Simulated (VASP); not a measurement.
# InAs (InAs (110), 1 layers) in VASP: single point with PBE

Aim: the single point of InAs (InAs (110), 1 layers) with PBE.

All numbers are computed with VASP 6.6.1; they aren't measurements. Logs are shortened: lines on timing, memory, paths and dates and some standing lists are left out, and cuts for length are marked.

## (1) The cell of the first run

The cell holds a slab with vacuum, 2 atoms: a = 4.375 Å, b = 6.187 Å, c = 16.000 Å, α = 90.00°, β = 90.00°, γ = 90.00°.

## (2) Single point, PBE

File INCAR:

```
  ALGO = Normal
  DIPOL = 0.5 0.5 0.500
  EDIFF = 1E-6
  ENCUT = 520
  GGA = PE
  IDIPOL = 3
  ISIF = 2
  ISMEAR = -1
  LASPH = T
  LCHARG = F
  LDIPOL = T
  LREAL = F
  LWAVE = F
  NBANDS = 16
  NELM = 100
  PREC = Accurate
  SIGMA = 0.02
```

File KPOINTS:

```
k-points
0
Gamma
  6 4 1
```

File POSCAR:

```
InAs
1.0
    4.3748353786      0.0000000000      0.0000000000
    0.0000000000      6.1869515255      0.0000000000
    0.0000000000      0.0000000000     16.0000000000
In As
1 1
Direct
    0.2500000000      0.1250000000      0.5000000000
    0.7500000000      0.8750000000      0.5000000000
```

Potentials or basis: VASP PAW PBE potentials, release 64 (In_d, As).

Started as:

```console
$ cat potpaw_PBE.64/In_d/POTCAR potpaw_PBE.64/As/POTCAR > POTCAR
$ mpirun -np 1 vasp_std > vasp.out
```

OUTCAR:

```text
EDIFF = 1E-6
   ENCUT = 520
   GGA = PE
   ISIF = 2
   ISMEAR = -1
   LASPH = T
   LREAL = F
   NELM = 100
   PREC = Accurate

 ion  position               nearest neighbor table
   1  0.250  0.125  0.500-   2 2.68   2 2.68
   2  0.750  0.875  0.500-   1 2.68   1 2.68

  LATTYP: Found a simple orthorhombic cell.
 ALAT       =     4.3748353786
 B/A-ratio  =     1.4142135624
 C/A-ratio  =     3.6572804724

  Lattice vectors:

 A1 = (   4.3748353786,   0.0000000000,   0.0000000000)
 A2 = (   0.0000000000,   6.1869515255,   0.0000000000)
 A3 = (   0.0000000000,   0.0000000000,  16.0000000000)

Analysis of symmetry for initial positions (statically):
=====================================================================
 Subroutine PRICEL returns:
 Original cell was already a primitive cell.

 Routine SETGRP: Setting up the symmetry group for a
 simple orthorhombic supercell.

 Subroutine GETGRP returns: Found  4 space group operations
 (whereof  2 operations were pure point group operations)
 out of a pool of  8 trial point group operations.

The static configuration has the point symmetry C_1h.
 The point group associated with its full space group is C_2v.

Analysis of symmetry for dynamics (positions and initial velocities):
=====================================================================
 Subroutine PRICEL returns:
 Original cell was already a primitive cell.

 Routine SETGRP: Setting up the symmetry group for a
 simple orthorhombic supercell.

 Subroutine GETGRP returns: Found  4 space group operations
 (whereof  2 operations were pure point group operations)
 out of a pool of  8 trial point group operations.

The dynamic configuration has the point symmetry C_1h.
 The point group associated with its full space group is C_2v.

 Subroutine INISYM returns: Found  4 space group operations
 (whereof  2 operations are pure point group operations),
 and found     1 'primitive' translations

----------------------------------------------------------------------------------------

                                     Primitive cell

  volume of cell :     433.0703

  direct lattice vectors                    reciprocal lattice vectors
     4.374835379  0.000000000  0.000000000     0.228580030  0.000000000  0.000000000
     0.000000000  6.186951525  0.000000000     0.000000000  0.161630489  0.000000000
     0.000000000  0.000000000 16.000000000     0.000000000  0.000000000  0.062500000
[... 76 lines left out ...]
   NFREE  =      0    steps in history (QN), initial steepest desc. (CG)
   ISIF   =      2    stress and relaxation
   ISYM   =      2    0-nonsym 1-usesym 2-fastsym
   POTIM  = 0.5000    time-step for ionic-motion
   TEBEG  =    0.0;   TEEND  =   0.0 temperature during run
   PSTRESS=    0.0 pullay stress
   NELECT =      18.0000    total number of electrons
   NUPDOWN=      -1.0000    fix difference up-down
   EMIN   =  10.00;   EMAX   =-10.00  energy-range for DOS
   EFERMI =   0.00;   METHOD = LEGACY
   ISMEAR =    -1;   SIGMA  =   0.02  broadening in eV -4-tet -1-fermi 0-gaus
   EFERMI_NEDOS =   21; number of points for ismear=-14 and -15
   IALGO  =     38    algorithm
   IMIX   =      4    mixing-type and parameters
     AMIX     =   0.40;   BMIX     =  1.00
     AMIX_MAG =   1.60;   BMIX_MAG =  1.00
  volume/ion in A,a.u.               =     216.54      1461.25
  Fermi-wavevector in a.u.,A,eV,Ry     =   0.567082  1.071630  4.375395  0.321582
  Thomas-Fermi vector in A             =   1.605747
   LORBIT       =      0    0 simple, 1 ext, 2 COOP (PROOUT), +10 PAW based schemes
   GGA     = PE    functional components
   LHFCALC =     F    Hartree Fock is set to
   AEXX    =    0.0000 exact exchange contribution
   IVDW    =     0    specifies the selected vdW correction
   LEPSILON=     F    determine dielectric tensor
   LRPA    =     F    only Hartree local field effects (RPA)
 non-spin polarized calculation
  energy-cutoff  :      520.00
  volume of cell :      433.07
 maximum number of plane-waves:     11704
 NGX is ok and might be reduce to    36
   NGX = 17   NGY = 23   NGZ = 59

 dipolmoment           0.000000      0.000000     -0.000000 electrons x Angstroem

 number of electron      18.0000002 magnetization

 dipolmoment           0.000000      0.000000      0.000000 electrons x Angstroem

 Free energy of the ion-electron system (eV)
  ---------------------------------------------------
  ext. energy  EPLUGINS =         0.00000000
  ---------------------------------------------------
  free energy    TOTEN  =        -5.42019680 eV

  energy without entropy =       -5.41614960  energy(sigma->0) =       -5.41817320

 E-fermi :  -3.4778     XC(G=0):  -2.1348

 val. band max:       -3.6948511277   @ k =   0.5000   0.2500   0.0000
 cond. band min:      -3.4628307549   @ k =   0.5000   0.0000   0.0000
 fundamental gap:      0.2320203728
 Fermi energy:        -3.4778492054

 k-point     1 :       0.0000    0.0000    0.0000
  band No.  band energies     occupation
      1     -17.9869      2.00000
      2     -17.9563      2.00000
      3     -17.9171      2.00000
      4     -17.8815      2.00000
      5     -17.8392      2.00000
      6     -13.4424      2.00000
[... 205 lines left out ...]
      3     -17.9546      2.00000
      4     -17.8504      2.00000
      5     -17.8184      2.00000
      6     -12.8592      2.00000
[... 8 lines left out ...]
     15       2.8883      0.00000
     16       3.0020      0.00000

------------------------ aborting loop because EDIFF is reached ----------------------------------------

 vacuum level on the upper side and lower side of the slab       (xc-potential included)        -0.104        -0.104

  FORCE on cell =-STRESS in cart. coord.  units (eV):
  Direction    XX          YY          ZZ          XY          YZ          ZX
  --------------------------------------------------------------------------------------
  -------------------------------------------------------------------------------------
  Total       -1.9030467     -2.2827638     -0.0129014      0.0000000      0.0000000      0.0000000
  in kB       -7.0404694     -8.4452624     -0.0477297      0.0000000      0.0000000      0.0000000
  external PRESSURE =      -5.1778205 kB  Pullay stress =       0.0000000 kB

 VOLUME and BASIS-vectors are now :
 -----------------------------------------------------------------------------
  energy-cutoff  :      520.00
  volume of cell :      433.07
      direct lattice vectors                 reciprocal lattice vectors
     4.374835379  0.000000000  0.000000000     0.228580030  0.000000000  0.000000000
     0.000000000  6.186951525  0.000000000     0.000000000  0.161630489  0.000000000
     0.000000000  0.000000000 16.000000000     0.000000000  0.000000000  0.062500000

 POSITION                                       TOTAL-FORCE (eV/Angst)
 -----------------------------------------------------------------------------------
      1.09371      0.77337      8.00000         0.000000     -1.209494      0.000000
      3.28113      5.41358      8.00000         0.000000      1.209494      0.000000
 -----------------------------------------------------------------------------------
    total drift:                                0.000000     -0.000058     -0.000000

  FREE ENERGIE OF THE ION-ELECTRON SYSTEM (eV)
  ---------------------------------------------------
  free  energy   TOTEN  =        -5.4201967993 eV

  energy  without entropy=       -5.4161495986  energy(sigma->0) =       -5.41817320

 vacuum level on the upper side and lower side of the slab         1.188         1.188
```

stdout:

```text
POSCAR found type information on POSCAR InAs
 POSCAR found :  2 types and       2 ions
 scaLAPACK will be used
 LDA part: xc-table for (Slater+PW92), standard interpolation
 POSCAR, INCAR and KPOINTS ok, starting setup
 FFT: planning ... GRIDC
 FFT: planning ... GRID_SOFT
 FFT: planning ... GRID
 WAVECAR not read
 entering main loop
```

Run time: 3 min. Hardware: 1 thread of AMD EPYC 7R43 (Zen 3), shared host; peak memory 0.44 GiB.

Results:

```yaml
Free_energy: -5.4202 eV
Largest_force: 1.209 eV/Å
```

Forces on the atoms (eV/Å):
```
In   0.000 -1.209  0.000
As   0.000  1.209  0.000
```

Caveat: spin-orbit coupling is left out, which moves the levels of the heavy elements.
